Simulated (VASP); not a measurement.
# Cd3Hg2S5 (I-4m2) in VASP: a series of runs

The runs below take Cd3Hg2S5 through single point, with PBE.

Program: VASP 6.6.1. These are calculated values, not measurements. Logs are shortened: lines on timing, memory, paths and dates and some standing lists are left out, and cuts for length are marked.

### 1 The cell of the first run

It takes space group I-4m2 (No. 119, tetragonal). The conventional cell has a = 4.102 Å, b = 4.102 Å, c = 29.009 Å, α = 90.00°, β = 90.00°, γ = 90.00°. Within 3.3 Å of Cd (site symmetry 2mm) lie 4 S at 2.51 Å. Cd (site symmetry -4m2) has 4 S at 2.51 Å within 3.3 Å. Within 3.3 Å of Hg (site symmetry 2mm) lie 4 S at 2.51 Å. Within 3.3 Å of S (site symmetry 2mm) lie 2 Hg at 2.51 Å and 2 Cd at 2.51 Å. S (site symmetry 2mm) has 4 Cd at 2.51 Å within 3.3 Å. Within 3.3 Å of S (site symmetry -4m2) lie 4 Hg at 2.51 Å.

### 2 Single point, PBE

Contents of INCAR:

```
PREC = Accurate
ENCUT = 520
EDIFF = 1E-6
ISMEAR = 0
SIGMA = 0.1
LREAL = False
LASPH = True
NELM = 80
ALGO = Normal
ISIF = 2
LWAVE = False
LCHARG = False
GGA = PE
NBANDS = 56
```

Contents of KPOINTS:

```
Automatic mesh
0
Gamma
  6 6 6
```

Contents of POSCAR:

```
Cd3Hg2S5
1.0
   -2.0512265200      2.0512265200     14.5043618400
    2.0512265200     -2.0512265200     14.5043618400
    2.0512265200      2.0512265200    -14.5043618400
Cd Hg S
3 2 5
Direct
    0.9000000000      0.9000000000      0.0000000000
    0.5000000000      0.5000000000      0.0000000000
    0.1000000000      0.1000000000      0.0000000000
    0.7000000000      0.7000000000      0.0000000000
    0.3000000000      0.3000000000      0.0000000000
    0.3500000000      0.8500000000      0.5000000000
    0.9500000000      0.4500000000      0.5000000000
    0.5500000000      0.0500000000      0.5000000000
    0.1500000000      0.6500000000      0.5000000000
    0.7500000000      0.2500000000      0.5000000000
```

Potentials or basis: VASP PAW PBE potentials, release 64 (Cd, Hg, S).

On the command line:

```sh
$ cat potpaw_PBE.64/Cd/POTCAR potpaw_PBE.64/Hg/POTCAR potpaw_PBE.64/S/POTCAR > POTCAR
$ mpirun -np 1 vasp_std > vasp.out
```

OUTCAR:

```text
PREC = Accurate
   ENCUT = 520
   EDIFF = 1E-6
   ISMEAR = 0
   LREAL = False
   LASPH = True
   NELM = 80
   ISIF = 2
   GGA = PE

 ion  position               nearest neighbor table
   1  0.900  0.900  0.000-   6 2.51   6 2.51   7 2.51   7 2.51
   2  0.500  0.500  0.000-   7 2.51   8 2.51   8 2.51   7 2.51
   3  0.100  0.100  0.000-   9 2.51   9 2.51   8 2.51   8 2.51
   4  0.700  0.700  0.000-  10 2.51  10 2.51   9 2.51   9 2.51
   5  0.300  0.300  0.000-  10 2.51  10 2.51   6 2.51   6 2.51
   6  0.350  0.850  0.500-   1 2.51   1 2.51   5 2.51   5 2.51
   7  0.950  0.450  0.500-   2 2.51   2 2.51   1 2.51   1 2.51
   8  0.550  0.050  0.500-   2 2.51   2 2.51   3 2.51   3 2.51
   9  0.150  0.650  0.500-   3 2.51   3 2.51   4 2.51   4 2.51
  10  0.750  0.250  0.500-   4 2.51   5 2.51   5 2.51   4 2.51

  LATTYP: Found a body centered tetragonal cell.
 ALAT       =     4.1024530400
 C/A-ratio  =     7.0710678214

  Lattice vectors:

 A1 = (  -2.0512265200,   2.0512265200,  14.5043618400)
 A2 = (   2.0512265200,  -2.0512265200,  14.5043618400)
 A3 = (   2.0512265200,   2.0512265200, -14.5043618400)

Analysis of symmetry for initial positions (statically):
=====================================================================
 Subroutine PRICEL returns:
 Original cell was already a primitive cell.

 Routine SETGRP: Setting up the symmetry group for a
 body centered tetragonal supercell.

 Subroutine GETGRP returns: Found  8 space group operations
 (whereof  8 operations were pure point group operations)
 out of a pool of 16 trial point group operations.

The static configuration has the point symmetry D_2d.

Analysis of symmetry for dynamics (positions and initial velocities):
=====================================================================
 Subroutine PRICEL returns:
 Original cell was already a primitive cell.

 Routine SETGRP: Setting up the symmetry group for a
 body centered tetragonal supercell.

 Subroutine GETGRP returns: Found  8 space group operations
 (whereof  8 operations were pure point group operations)
 out of a pool of 16 trial point group operations.

The dynamic configuration has the point symmetry D_2d.

 Subroutine INISYM returns: Found  8 space group operations
 (whereof  8 operations are pure point group operations),
 and found     1 'primitive' translations

----------------------------------------------------------------------------------------

                                     Primitive cell

  volume of cell :     244.1102

  direct lattice vectors                    reciprocal lattice vectors
    -2.051226520  2.051226520 14.504361840     0.000000000  0.243756599  0.034472389
     2.051226520 -2.051226520 14.504361840     0.243756599  0.000000000  0.034472389
     2.051226520  2.051226520-14.504361840     0.243756599  0.243756599  0.000000000

  length of vectors
    14.791604810 14.791604810 14.791604810     0.246182097  0.246182097  0.344723888

  position of ions in fractional coordinates (direct lattice)
     0.900000000  0.900000000  0.000000000
     0.500000000  0.500000000  0.000000000
     0.100000000  0.100000000  0.000000000
     0.700000000  0.700000000  0.000000000
     0.300000000  0.300000000  0.000000000
     0.350000000  0.850000000  0.500000000
     0.950000000  0.450000000  0.500000000
     0.550000000  0.050000000  0.500000000
     0.150000000  0.650000000  0.500000000
     0.750000000  0.250000000  0.500000000

  ion indices of the primitive-cell ions
   primitive index   ion index
                 1           1
                 2           2
                 3           3
                 4           4
                 5           5
                 6           6
                 7           7
                 8           8
                 9           9
                10          10

----------------------------------------------------------------------------------------

 KPOINTS: Automatic mesh

Automatic generation of k-mesh.
 Grid dimensions read from file:
 generate k-points for:    6    6    6

 Generating k-lattice:

  Cartesian coordinates                     Fractional coordinates (reciprocal lattice)
     0.000000000  0.040626100  0.005745398     0.166666667  0.000000000 -0.000000000
     0.040626100  0.000000000  0.005745398     0.000000000  0.166666667 -0.000000000
     0.040626100  0.040626100  0.000000000     0.000000000  0.000000000  0.166666667

  Length of vectors
     0.041030350  0.041030350  0.057453981

  Shift w.r.t. Gamma in fractional coordinates (k-lattice)
     0.000000000  0.000000000  0.000000000

 Subroutine IBZKPT returns following result:
 ===========================================

 Found     30 irreducible k-points:

 Following reciprocal coordinates:
            Coordinates               Weight
  0.000000  0.000000  0.000000      1.000000
  0.166667  0.000000 -0.000000      8.000000
  0.333333  0.000000  0.000000      8.000000
  0.500000 -0.000000  0.000000      4.000000
  0.166667  0.166667 -0.000000      8.000000
  0.333333  0.166667  0.000000     16.000000
[... 16 lines left out ...]
 -0.333333 -0.333333  0.166667      8.000000
 -0.166667 -0.333333  0.166667      8.000000
 [... further k-points ...]
   k-points           NKPTS =     30   k-points in BZ     NKDIM =     30   number of bands    NBANDS=     56
   number of dos      NEDOS =    301   number of ions     NIONS =     10
   total plane-waves  NPLWV = ******
   dimension x,y,z NGX =   112 NGY =  112 NGZ =  112
   dimension x,y,z NGXF=   224 NGYF=  224 NGZF=  224
   ions per type =               3   2   5
   NGX,Y,Z   is equivalent  to a cutoff of  12.59, 12.59, 12.59 a.u.
   NGXF,Y,Z  is equivalent  to a cutoff of  25.18, 25.18, 25.18 a.u.
 SYSTEM =  unknown system
   PREC   = accura    normal or accurate (medium, high low for compatibility)
   ISTART =      0    job   : 0-new  1-cont  2-samecut
   ICHARG =      2    charge: 1-file 2-atom 10-const
   ISPIN  =      1    spin polarized calculation?
   LNONCOLLINEAR =      F non collinear calculations
   LSORBIT =      F    spin-orbit coupling
   LASPH  =      T    aspherical Exc in radial PAW
   ENCUT  =  520.0 eV  38.22 Ry    6.18 a.u.  27.50 27.50 27.50*2*pi/ulx,y,z
   NELM   =     80;   NELMIN=  2; NELMDL= -5     # of ELM steps
   EDIFF  = 0.1E-05   stopping-criterion for ELM
   LREAL  =      F    real-space projection
   EDIFFG = 0.1E-04   stopping-criterion for IOM
   NSW    =      0    number of steps for IOM
   IBRION =     -1    ionic relax: 0-MD 1-quasi-New 2-CG
   NFREE  =      0    steps in history (QN), initial steepest desc. (CG)
   ISIF   =      2    stress and relaxation
   ISYM   =      2    0-nonsym 1-usesym 2-fastsym
   POTIM  = 0.5000    time-step for ionic-motion
   TEBEG  =    0.0;   TEEND  =   0.0 temperature during run
   PSTRESS=    0.0 pullay stress
   NELECT =      90.0000    total number of electrons
   NUPDOWN=      -1.0000    fix difference up-down
   EMIN   =  10.00;   EMAX   =-10.00  energy-range for DOS
   EFERMI =   0.00;   METHOD = LEGACY
   ISMEAR =     0;   SIGMA  =   0.10  broadening in eV -4-tet -1-fermi 0-gaus
   EFERMI_NEDOS =   21; number of points for ismear=-14 and -15
   IALGO  =     38    algorithm
   IMIX   =      4    mixing-type and parameters
     AMIX     =   0.40;   BMIX     =  1.00
     AMIX_MAG =   1.60;   BMIX_MAG =  1.00
  volume/ion in A,a.u.               =      24.41       164.73
  Fermi-wavevector in a.u.,A,eV,Ry     =   1.173889  2.218329 18.749039  1.378015
  Thomas-Fermi vector in A             =   2.310295
   LORBIT       =      0    0 simple, 1 ext, 2 COOP (PROOUT), +10 PAW based schemes
   GGA     = PE    functional components
   LHFCALC =     F    Hartree Fock is set to
   AEXX    =    0.0000 exact exchange contribution
   IVDW    =     0    specifies the selected vdW correction
   LEPSILON=     F    determine dielectric tensor
   LRPA    =     F    only Hartree local field effects (RPA)
 non-spin polarized calculation
 Gauss-broadening in eV      SIGMA  =   0.10
  energy-cutoff  :      520.00
  volume of cell :      244.11
 maximum number of plane-waves:      6613
 NGX is ok and might be reduce to   112
   NGX = 55   NGY = 55   NGZ = 55

 number of electron      90.0000003 magnetization

 Free energy of the ion-electron system (eV)
  ---------------------------------------------------
  ext. energy  EPLUGINS =         0.00000000
  ---------------------------------------------------
  free energy    TOTEN  =       -27.20212691 eV

  energy without entropy =      -27.20211960  energy(sigma->0) =      -27.20212326

 E-fermi :   2.1542     XC(G=0):  -9.3034

 val. band max:        1.9195809527   @ k =   0.0000   0.0000   0.0000
 cond. band min:       2.3625841552   @ k =   0.0000   0.0000   0.0000
 fundamental gap:      0.4430032025
 Fermi energy:         2.1541887260

 k-point     1 :       0.0000    0.0000    0.0000
  band No.  band energies     occupation
      1     -11.1353      2.00000
      2     -10.8043      2.00000
      3     -10.7695      2.00000
      4     -10.4829      2.00000
      5     -10.3875      2.00000
      6      -6.1498      2.00000
[... 48 lines left out ...]
     55       8.1550      0.00000
     56       8.1563      0.00000

 k-point     2 :       0.1667    0.0000   -0.0000
  band No.  band energies     occupation
      1     -11.0515      2.00000
      2     -10.7615      2.00000
      3     -10.7023      2.00000
      4     -10.4805      2.00000
      5     -10.3785      2.00000
      6      -6.1333      2.00000
[... 48 lines left out ...]
     55       7.7719      0.00000
     56       8.3478      0.00000

 k-point     3 :       0.3333    0.0000    0.0000
  band No.  band energies     occupation
      1     -10.8569      2.00000
      2     -10.6492      2.00000
      3     -10.5857      2.00000
      4     -10.4820      2.00000
      5     -10.3830      2.00000
      6      -6.0911      2.00000
[... 1172 lines left out ...]
 k-point    23 :      -0.3333   -0.3333    0.1667
  band No.  band energies     occupation
      1     -10.9703      2.00000
      2     -10.7432      2.00000
      3     -10.5933      2.00000
      4     -10.5055      2.00000
      5     -10.3584      2.00000
      6      -6.0974      2.00000
[... 48 lines left out ...]
     55       7.5380      0.00000
     56       8.3624      0.00000

 k-point    24 :      -0.1667   -0.3333    0.1667
  band No.  band energies     occupation
      1     -11.0490      2.00000
      2     -10.7934      2.00000
      3     -10.6548      2.00000
      4     -10.5079      2.00000
      5     -10.3693      2.00000
      6      -6.1332      2.00000
[... 48 lines left out ...]
     55       7.7904      0.00000
     56       8.3979      0.00000

 [... further k-points ...]

------------------------ aborting loop because EDIFF is reached ----------------------------------------

  FORCE on cell =-STRESS in cart. coord.  units (eV):
  Direction    XX          YY          ZZ          XY          YZ          ZX
  --------------------------------------------------------------------------------------
  -------------------------------------------------------------------------------------
  Total        7.9746866      7.9746866      7.8736353      0.0000000      0.0000000      0.0000000
  in kB       52.3405577     52.3405577     51.6773235      0.0000000      0.0000000      0.0000000
  external PRESSURE =      52.1194796 kB  Pullay stress =       0.0000000 kB

 VOLUME and BASIS-vectors are now :
 -----------------------------------------------------------------------------
  energy-cutoff  :      520.00
  volume of cell :      244.11
      direct lattice vectors                 reciprocal lattice vectors
    -2.051226520  2.051226520 14.504361840     0.000000000  0.243756599  0.034472389
     2.051226520 -2.051226520 14.504361840     0.243756599  0.000000000  0.034472389
     2.051226520  2.051226520-14.504361840     0.243756599  0.243756599  0.000000000

 POSITION                                       TOTAL-FORCE (eV/Angst)
 -----------------------------------------------------------------------------------
      0.00000      0.00000     26.10785         0.000000     -0.000000      0.001325
      0.00000      0.00000     14.50436         0.000000     -0.000000      0.000000
      0.00000      0.00000      2.90087         0.000000     -0.000000     -0.001325
      0.00000      0.00000     20.30611         0.000000     -0.000000     -0.009911
      0.00000      0.00000      8.70262         0.000000     -0.000000      0.009911
      2.05123      0.00000     10.15305        -0.000000      0.000000      0.219057
      0.00000      2.05123     13.05393         0.000000     -0.000000     -0.001653
      0.00000      2.05123      1.45044         0.000000     -0.000000      0.001653
      2.05123      0.00000      4.35131        -0.000000      0.000000     -0.219057
      0.00000      2.05123      7.25218         0.000000     -0.000000      0.000000
 -----------------------------------------------------------------------------------
    total drift:                                0.000001     -0.000001      0.000000

  FREE ENERGIE OF THE ION-ELECTRON SYSTEM (eV)
  ---------------------------------------------------
  free  energy   TOTEN  =       -27.2021269145 eV

  energy  without entropy=      -27.2021196004  energy(sigma->0) =      -27.20212326
```

Wall time 57 min (1 thread of Intel Xeon 6975P-C (Granite Rapids), shared host); peak memory 2.3 GiB.

Results:

```
Free energy            : -27.2021 eV
Pressure               : 5.2 GPa
Largest force          : 0.219 eV/Å
Band gap on the k mesh : 0.44 eV
```

Forces on the atoms (eV/Å):
```
Cd   0.000  0.000  0.001
Cd   0.000  0.000  0.000
Cd   0.000  0.000 -0.001
Hg   0.000  0.000 -0.010
Hg   0.000  0.000  0.010
S    0.000  0.000  0.219
S    0.000  0.000 -0.002
S    0.000  0.000  0.002
S    0.000  0.000 -0.219
S    0.000  0.000  0.000
```

Caveat: the cell stands under pressure; spin-orbit coupling is left out, which moves the levels of the heavy elements.

(Part 1 of 2 ends here.)
